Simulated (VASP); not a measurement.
# AlAs (F-43m) in VASP: notebook, part 2 of 2

VASP 6.6.1. The steps go on from the part before.

## Step 5: Single point, PBE

This run uses another cell than the first one, of 22.67 Å³/atom, 1.136 times its volume.

The input, INCAR:

```
SYSTEM = AlAs
  PREC = Accurate
  ENCUT = 500
  EDIFF = 1E-6
  ISMEAR = 0
  SIGMA = 0.01
  LREAL = .FALSE.
  LASPH = .TRUE.
  NELM = 120
  ALGO = Normal
  ISIF = 2
  LWAVE = .FALSE.
  LCHARG = .FALSE.
  GGA = PE
  NBANDS = 11
  GGA_COMPAT = .FALSE.
```

The input, KPOINTS:

```
Automatic mesh
0
G
  6 6 6
  0 0 0
```

The input, POSCAR:

```
AlAs
1.0
    0.0000000000      2.8304000000      2.8304000000
    2.8304000000      0.0000000000      2.8304000000
    2.8304000000      2.8304000000      0.0000000000
Al As
1 1
Direct
    0.0000000000      0.0000000000      0.0000000000
    0.2500000000      0.2500000000      0.2500000000
```

Potentials or basis: VASP PAW PBE potentials, release 64 (Al, As).

Started as:

```sh
cat potpaw_PBE.64/Al/POTCAR potpaw_PBE.64/As/POTCAR > POTCAR
mpirun -np 1 vasp_std > vasp.out
```

OUTCAR:

```text
SYSTEM = AlAs
   PREC = Accurate
   ENCUT = 500
   EDIFF = 1E-6
   ISMEAR = 0
   LREAL = .FALSE.
   LASPH = .TRUE.
   NELM = 120
   ISIF = 2
   GGA = PE

 ion  position               nearest neighbor table
   1  0.000  0.000  0.000-   2 2.45   2 2.45   2 2.45   2 2.45
   2  0.250  0.250  0.250-   1 2.45   1 2.45   1 2.45   1 2.45

  LATTYP: Found a face centered cubic cell.
 ALAT       =     5.6608000000

  Lattice vectors:

 A1 = (   0.0000000000,   2.8304000000,   2.8304000000)
 A2 = (   2.8304000000,   0.0000000000,   2.8304000000)
 A3 = (   2.8304000000,   2.8304000000,   0.0000000000)

Analysis of symmetry for initial positions (statically):
=====================================================================
 Subroutine PRICEL returns:
 Original cell was already a primitive cell.

 Routine SETGRP: Setting up the symmetry group for a
 face centered cubic supercell.

 Subroutine GETGRP returns: Found 24 space group operations
 (whereof 24 operations were pure point group operations)
 out of a pool of 48 trial point group operations.

The static configuration has the point symmetry T_d .

Analysis of symmetry for dynamics (positions and initial velocities):
=====================================================================
 Subroutine PRICEL returns:
 Original cell was already a primitive cell.

 Routine SETGRP: Setting up the symmetry group for a
 face centered cubic supercell.

 Subroutine GETGRP returns: Found 24 space group operations
 (whereof 24 operations were pure point group operations)
 out of a pool of 48 trial point group operations.

The dynamic configuration has the point symmetry T_d .

 Subroutine INISYM returns: Found 24 space group operations
 (whereof 24 operations are pure point group operations),
 and found     1 'primitive' translations

----------------------------------------------------------------------------------------

                                     Primitive cell

  volume of cell :      45.3496

  direct lattice vectors                    reciprocal lattice vectors
     0.000000000  2.830400000  2.830400000    -0.176653477  0.176653477  0.176653477
     2.830400000  0.000000000  2.830400000     0.176653477 -0.176653477  0.176653477
     2.830400000  2.830400000  0.000000000     0.176653477  0.176653477 -0.176653477

  length of vectors
     4.002790067  4.002790067  4.002790067     0.305972797  0.305972797  0.305972797

  position of ions in fractional coordinates (direct lattice)
     0.000000000  0.000000000  0.000000000
     0.250000000  0.250000000  0.250000000

  ion indices of the primitive-cell ions
   primitive index   ion index
                 1           1
                 2           2

----------------------------------------------------------------------------------------

 KPOINTS: Automatic mesh

Automatic generation of k-mesh.
 Grid dimensions read from file:
 generate k-points for:    6    6    6

 Generating k-lattice:

  Cartesian coordinates                     Fractional coordinates (reciprocal lattice)
    -0.029442246  0.029442246  0.029442246     0.166666667  0.000000000  0.000000000
     0.029442246 -0.029442246  0.029442246     0.000000000  0.166666667  0.000000000
     0.029442246  0.029442246 -0.029442246     0.000000000  0.000000000  0.166666667

  Length of vectors
     0.050995466  0.050995466  0.050995466

  Shift w.r.t. Gamma in fractional coordinates (k-lattice)
     0.000000000  0.000000000  0.000000000

 Subroutine IBZKPT returns following result:
 ===========================================

 Found     16 irreducible k-points:

 Following reciprocal coordinates:
            Coordinates               Weight
  0.000000  0.000000  0.000000      1.000000
  0.166667  0.000000  0.000000      8.000000
  0.333333  0.000000  0.000000      8.000000
  0.500000  0.000000  0.000000      4.000000
  0.166667  0.166667  0.000000      6.000000
  0.333333  0.166667  0.000000     24.000000
[... 8 lines left out ...]
 -0.333333  0.333333  0.166667     24.000000
 -0.333333  0.500000  0.166667     12.000000
   k-points           NKPTS =     16   k-points in BZ     NKDIM =     16   number of bands    NBANDS=     11
   number of dos      NEDOS =    301   number of ions     NIONS =      2
   total plane-waves  NPLWV =  27000
   dimension x,y,z NGX =    30 NGY =   30 NGZ =   30
   dimension x,y,z NGXF=    60 NGYF=   60 NGZF=   60
   ions per type =               1   1
   NGX,Y,Z   is equivalent  to a cutoff of  12.46, 12.46, 12.46 a.u.
   NGXF,Y,Z  is equivalent  to a cutoff of  24.92, 24.92, 24.92 a.u.
 SYSTEM =  AlAs
   PREC   = accura    normal or accurate (medium, high low for compatibility)
   ISTART =      0    job   : 0-new  1-cont  2-samecut
   ICHARG =      2    charge: 1-file 2-atom 10-const
   ISPIN  =      1    spin polarized calculation?
   LNONCOLLINEAR =      F non collinear calculations
   LSORBIT =      F    spin-orbit coupling
   LASPH  =      T    aspherical Exc in radial PAW
   ENCUT  =  500.0 eV  36.75 Ry    6.06 a.u.   7.30  7.30  7.30*2*pi/ulx,y,z
   NELM   =    120;   NELMIN=  2; NELMDL= -5     # of ELM steps
   EDIFF  = 0.1E-05   stopping-criterion for ELM
   LREAL  =      F    real-space projection
   EDIFFG = 0.1E-04   stopping-criterion for IOM
   NSW    =      0    number of steps for IOM
   IBRION =     -1    ionic relax: 0-MD 1-quasi-New 2-CG
   NFREE  =      0    steps in history (QN), initial steepest desc. (CG)
   ISIF   =      2    stress and relaxation
   ISYM   =      2    0-nonsym 1-usesym 2-fastsym
   POTIM  = 0.5000    time-step for ionic-motion
   TEBEG  =    0.0;   TEEND  =   0.0 temperature during run
   PSTRESS=    0.0 pullay stress
   NELECT =       8.0000    total number of electrons
   NUPDOWN=      -1.0000    fix difference up-down
   EMIN   =  10.00;   EMAX   =-10.00  energy-range for DOS
   EFERMI =   0.00;   METHOD = LEGACY
   ISMEAR =     0;   SIGMA  =   0.01  broadening in eV -4-tet -1-fermi 0-gaus
   EFERMI_NEDOS =   21; number of points for ismear=-14 and -15
   IALGO  =     38    algorithm
   IMIX   =      4    mixing-type and parameters
     AMIX     =   0.40;   BMIX     =  1.00
     AMIX_MAG =   1.60;   BMIX_MAG =  1.00
  volume/ion in A,a.u.               =      22.67       153.02
  Fermi-wavevector in a.u.,A,eV,Ry     =   0.918150  1.735052 11.469706  0.843000
  Thomas-Fermi vector in A             =   2.043199
   LORBIT       =      0    0 simple, 1 ext, 2 COOP (PROOUT), +10 PAW based schemes
   GGA     = PE    functional components
   LHFCALC =     F    Hartree Fock is set to
   AEXX    =    0.0000 exact exchange contribution
   IVDW    =     0    specifies the selected vdW correction
   LEPSILON=     F    determine dielectric tensor
   LRPA    =     F    only Hartree local field effects (RPA)
 non-spin polarized calculation
 Gauss-broadening in eV      SIGMA  =   0.01
  energy-cutoff  :      500.00
  volume of cell :       45.35
 maximum number of plane-waves:      1167
 NGX is ok and might be reduce to    30
   NGX = 15   NGY = 15   NGZ = 15

 number of electron       8.0000000 magnetization

 Free energy of the ion-electron system (eV)
  ---------------------------------------------------
  ext. energy  EPLUGINS =         0.00000000
  ---------------------------------------------------
  free energy    TOTEN  =        -9.36289679 eV

  energy without entropy =       -9.36289679  energy(sigma->0) =       -9.36289679

 E-fermi :   3.9953     XC(G=0):  -9.0390

 val. band max:        3.8946798147   @ k =   0.0000   0.0000   0.0000
 cond. band min:       5.3260494221   @ k =   0.5000   0.5000   0.0000
 fundamental gap:      1.4313696074
 Fermi energy:         3.9952521438

 k-point     1 :       0.0000    0.0000    0.0000
  band No.  band energies     occupation
      1      -7.9702      2.00000
      2       3.8947      2.00000
      3       3.8947      2.00000
      4       3.8947      2.00000
      5       5.9549      0.00000
      6       8.1781      0.00000
      7       8.1781      0.00000
      8       8.1781      0.00000
      9      12.7632      0.00000
     10      12.9027      0.00000
     11      12.9027      0.00000
[... 197 lines left out ...]
 k-point    16 :      -0.3333    0.5000    0.1667
  band No.  band energies     occupation
      1      -5.9726      2.00000
      2      -1.3028      2.00000
      3       0.9569      2.00000
      4       1.2032      2.00000
      5       7.0634      0.00000
      6       8.0064      0.00000
      7      11.0181      0.00000
      8      11.7182      0.00000
      9      14.4878      0.00000
     10      16.1881      0.00000
     11      16.4652      0.00000

------------------------ aborting loop because EDIFF is reached ----------------------------------------

  FORCE on cell =-STRESS in cart. coord.  units (eV):
  Direction    XX          YY          ZZ          XY          YZ          ZX
  --------------------------------------------------------------------------------------
  -------------------------------------------------------------------------------------
  Total        0.7896219      0.7896219      0.7896219     -0.0000000      0.0000000     -0.0000000
  in kB       27.8969242     27.8969242     27.8969242     -0.0000000      0.0000000     -0.0000000
  external PRESSURE =      27.8969242 kB  Pullay stress =       0.0000000 kB

 VOLUME and BASIS-vectors are now :
 -----------------------------------------------------------------------------
  energy-cutoff  :      500.00
  volume of cell :       45.35
      direct lattice vectors                 reciprocal lattice vectors
     0.000000000  2.830400000  2.830400000    -0.176653477  0.176653477  0.176653477
     2.830400000  0.000000000  2.830400000     0.176653477 -0.176653477  0.176653477
     2.830400000  2.830400000  0.000000000     0.176653477  0.176653477 -0.176653477

 POSITION                                       TOTAL-FORCE (eV/Angst)
 -----------------------------------------------------------------------------------
      0.00000      0.00000      0.00000        -0.000000     -0.000000     -0.000000
      1.41520      1.41520      1.41520         0.000000      0.000000      0.000000
 -----------------------------------------------------------------------------------
    total drift:                               -0.000000     -0.000000     -0.000000

  FREE ENERGIE OF THE ION-ELECTRON SYSTEM (eV)
  ---------------------------------------------------
  free  energy   TOTEN  =        -9.3628967891 eV

  energy  without entropy=       -9.3628967891  energy(sigma->0) =       -9.36289679
```

OSZICAR:

```text
N       E                     dE             d eps       ncg     rms          rms(c)
DAV:   1     0.132148188227E+02    0.13215E+02   -0.27569E+03   352   0.509E+02
DAV:   2    -0.865385549878E+01   -0.21869E+02   -0.21113E+02   434   0.909E+01
DAV:   3    -0.958195273270E+01   -0.92810E+00   -0.92698E+00   437   0.175E+01
DAV:   4    -0.958865040190E+01   -0.66977E-02   -0.66969E-02   414   0.184E+00
DAV:   5    -0.958876671170E+01   -0.11631E-03   -0.11631E-03   454   0.230E-01    0.323E+00
DAV:   6    -0.939608136062E+01    0.19269E+00   -0.33653E-01   382   0.211E+00    0.188E+00
DAV:   7    -0.936199793469E+01    0.34083E-01   -0.17068E-01   397   0.163E+00    0.682E-01
DAV:   8    -0.936264155471E+01   -0.64362E-03   -0.11319E-02   397   0.501E-01    0.108E-01
DAV:   9    -0.936275940113E+01   -0.11785E-03   -0.40526E-04   418   0.116E-01    0.611E-02
DAV:  10    -0.936289304563E+01   -0.13364E-03   -0.17801E-04   390   0.712E-02    0.691E-03
DAV:  11    -0.936289689316E+01   -0.38475E-05   -0.19899E-05   423   0.193E-02    0.601E-03
DAV:  12    -0.936289678907E+01    0.10410E-06   -0.19800E-06   397   0.681E-03
   1 F= -.93628968E+01 E0= -.93628968E+01  d E =-.924695E-48
```

stdout:

```text
POSCAR found type information on POSCAR AlAs
 POSCAR found :  2 types and       2 ions
 scaLAPACK will be used
 LDA part: xc-table for (Slater+PW92), standard interpolation
 POSCAR, INCAR and KPOINTS ok, starting setup
 FFT: planning ... GRIDC
 FFT: planning ... GRID_SOFT
 FFT: planning ... GRID
 WAVECAR not read
 entering main loop
```

Wall time 4.8 s (1 thread of AMD EPYC 9R45 (Zen 5), shared host); peak memory 0.13 GiB.

Results:

- Free energy: -9.3629 eV
- Pressure: 2.8 GPa
- Band gap on the k mesh: 1.43 eV, indirect (least direct gap 2.06 eV)

Levels at points of the mesh, in eV from the valence-band top:
```tsv
k point	band 1	band 2	band 3	band 4	band 5	band 6	band 7	band 8
(0.00, 0.00, 0.00)	-11.86	0.00	0.00	0.00	2.06	4.28	4.28	4.28
(0.50, 0.00, 0.00)	-10.44	-5.57	-0.83	-0.83	2.14	4.68	4.68	7.75
(0.50, 0.50, 0.00)	-9.89	-5.43	-2.18	-2.18	1.43	2.29	10.33	10.33
```

## Step 6: Single point, PBE

This run uses another cell than the first one, of 23.58 Å³/atom, 1.182 times its volume.

The input, INCAR:

```
SYSTEM = AlAs
ALGO     = Normal         ! electronic algorithm
EDIFF    = 1E-6           ! SCF threshold, eV
ENCUT    = 500            ! plane-wave cutoff, eV
GGA      = PE             ! functional
GGA_COMPAT= .False.      
ISIF     = 2              ! what is computed and relaxed
ISMEAR   = 0              ! smearing method
LASPH    = .True.         ! aspherical terms in the spheres
LCHARG   = .True.         ! write CHGCAR
LELF     = .True.         ! ELF
LREAL    = .False.        ! projectors in reciprocal space
LVHAR    = .True.       
LWAVE    = .False.        ! write WAVECAR
NBANDS   = 11             ! bands
NELM     = 120            ! most SCF steps
PREC     = Accurate       ! precision mode
SIGMA    = 0.01           ! smearing width, eV
```

The input, KPOINTS:

```
k-points
0
Gamma
  6 6 6
  0 0 0
```

The input, POSCAR:

```
AlAs
1.0
    0.0000000000      2.8676463766      2.8676463766
    2.8676463766      0.0000000000      2.8676463766
    2.8676463766      2.8676463766      0.0000000000
Al As
1 1
Direct
    0.0000000000      0.0000000000      0.0000000000
    0.2500000000      0.2500000000      0.2500000000
```

Potentials or basis: VASP PAW PBE potentials, release 64 (Al, As).

Started as:

```sh
cat potpaw_PBE.64/Al/POTCAR potpaw_PBE.64/As/POTCAR > POTCAR
mpirun -np 1 vasp_std > vasp.out
```

Wall time 5.1 s (1 thread of AMD EPYC 9R45 (Zen 5), shared host); peak memory 0.13 GiB.

The run converged. Its results:

```
Free energy            : -9.3777 eV
Pressure               : -0.1 GPa
Band gap on the k mesh : 1.50 eV, indirect (least direct gap 1.75 eV)
```

Levels at points of the mesh, in eV from the valence-band top:
| k point | band 1 | band 2 | band 3 | band 4 | band 5 | band 6 | band 7 | band 8 | band 9 |
| --- | --- | --- | --- | --- | --- | --- | --- | --- | --- |
| (0.00, 0.00, 0.00) | -11.65 | 0.00 | 0.00 | 0.00 | 1.75 | 4.22 | 4.22 | 4.22 | 8.66 |
| (0.50, 0.00, 0.00) | -10.32 | -5.40 | -0.80 | -0.80 | 2.00 | 4.65 | 4.65 | 7.67 | 10.88 |
| (0.50, 0.50, 0.00) | -9.80 | -5.30 | -2.09 | -2.09 | 1.50 | 2.29 | 10.03 | 10.03 | 11.35 |

## Step 7: Overview

```tsv
cell	gap on the mesh (eV)	pressure (GPa)
a = 3.836 Å, angles 60.0°, 2 atoms	1.18	15.9
a = 3.893 Å, angles 60.0°, 2 atoms	1.27	10.6
a = 3.949 Å, angles 60.0°, 2 atoms	1.36	6.3
a = 4.003 Å, angles 60.0°, 2 atoms	1.43	2.8
a = 4.055 Å, angles 60.0°, 2 atoms	1.50	-0.1
```

Alike in all rows: task single point; level PBE; potentials or basis VASP PAW PBE potentials, release 64 (Al, As); no spin polarisation; k mesh 6 × 6 × 6; cutoff (eV) 500; smearing gaussian 0.01 eV.

Total energies depend on the potentials used, so only differences within one code and one set of settings carry meaning.
